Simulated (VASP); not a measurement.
Here is a VASP 6.6.1 calculation.

Contents of INCAR:

```
PREC = Accurate ; ENCUT = 520
EDIFF = 1E-6 ; ISMEAR = 0
SIGMA = 0.05 ; LREAL = F
LASPH = T ; NELM = 60
ALGO = Normal ; ISIF = 2
LWAVE = F ; LCHARG = F
GGA = PE ; NBANDS = 16
```

KPOINTS

```
Automatic mesh
0
Gamma
  12 12 6
```

POSCAR

```
BN
1.0
    2.5928987974      0.0000000000      0.0000000000
   -1.2964493987      2.2455162280      0.0000000000
    0.0000000000      0.0000000000      4.2245145352
B N
2 2
Direct
    0.6666666667      0.3333333333      0.9998058547
    0.3333333333      0.6666666667      0.4998058547
    0.6666666667      0.3333333333      0.6251941453
    0.3333333333      0.6666666667      0.1251941453
```

Potentials or basis: VASP PAW PBE potentials, release 64 (B, N).

Command:

```console
$ cat potpaw_PBE.64/B/POTCAR potpaw_PBE.64/N/POTCAR > POTCAR
$ mpirun -np 1 vasp_std > vasp.out
```

(1) Estimate the band gap on the k mesh.

(2) Predict the pressure.

(3) Estimate the largest force.

Results:

(1) 5.30 eV, indirect (least direct gap 8.00 eV).

(2) -10.2 GPa.

(3) 0.018 eV/Å.

Caveat: the cell differs from its parent crystal (strain +0.015 along x and y, +0.000 along z).
